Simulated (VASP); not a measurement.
Wanted: the native input for a VASP 6.6.1 run.

| Item | Value |
| --- | --- |
| Task | relaxation of cell and atoms |
| Functional | PBE |
| Potentials or basis | VASP PAW PBE potentials, release 64 (Mg, H) |
| Cutoff | 600 eV |
| k mesh | 6 × 6 × 4 |
| Occupations | gaussian, width 0.1 eV |
| Spin | no spin polarisation |
| Dipole correction | no |
| Further INCAR settings | ALGO = Normal; EDIFF = 1e-06; IBRION = 2; EDIFFG = -0.04; NSW = 90; ISIF = 3 |

The structure of Mg2H3 lies in POSCAR:

```
Mg2H3
1.0
    3.2980411700      0.0000000000      0.0000000000
   -1.6490205900      2.8561874400      0.0000000000
    0.0000000000      0.0000000000      5.3631746100
Mg H
2 3
Direct
    0.0000000000      0.0000000000      0.2929961200
    0.0000000000      0.0000000000      0.7070038800
    0.5000000000      0.0000000000      0.5000000000
    0.0000000000      0.5000000000      0.5000000000
    0.5000000000      0.5000000000      0.5000000000
```

These files were run (other wordings do the same):

INCAR

```
ALGO = Normal ; EDIFF = 1E-6
EDIFFG = -0.04 ; ENCUT = 600
GGA = PE ; IBRION = 2
ISIF = 3 ; ISMEAR = 0
LASPH = T ; LCHARG = F
LREAL = F ; LWAVE = F
NELM = 100 ; NSW = 90
PREC = Accurate ; SIGMA = 0.1
```

KPOINTS

```
k-points
0
Gamma
  6 6 4
```

Potentials or basis: VASP PAW PBE potentials, release 64 (Mg, H).

Run with:

```sh
$ cat potpaw_PBE.64/Mg/POTCAR potpaw_PBE.64/H/POTCAR > POTCAR
$ mpirun -np 1 vasp_std > vasp.out
```

Results of the run:

```yaml
Relaxed_volume: 11.05 Å³/atom
Relaxed_cell: a = 3.254 Å, b = 3.254 Å, c = 6.028 Å, α = 90.00°, β = 90.00°, γ = 120.00°
Space_group_after_relaxing_to_0.05_Å: P6/mmm (No. 191)
Energy_gained_by_relaxing: 212.9 meV/atom
Ionic_steps: 23
Pressure_after_relaxing: 0.1 GPa
Largest_force_after_relaxing: 0.003 eV/Å
```

Caveat: the k points lie up to 0.37 Å⁻¹ apart in the final cell.

Wall time 70 s on 1 thread of Intel(R) Xeon(R) 6975P-C (Granite Rapids), with other jobs on the host, peak memory 0.19 GiB.
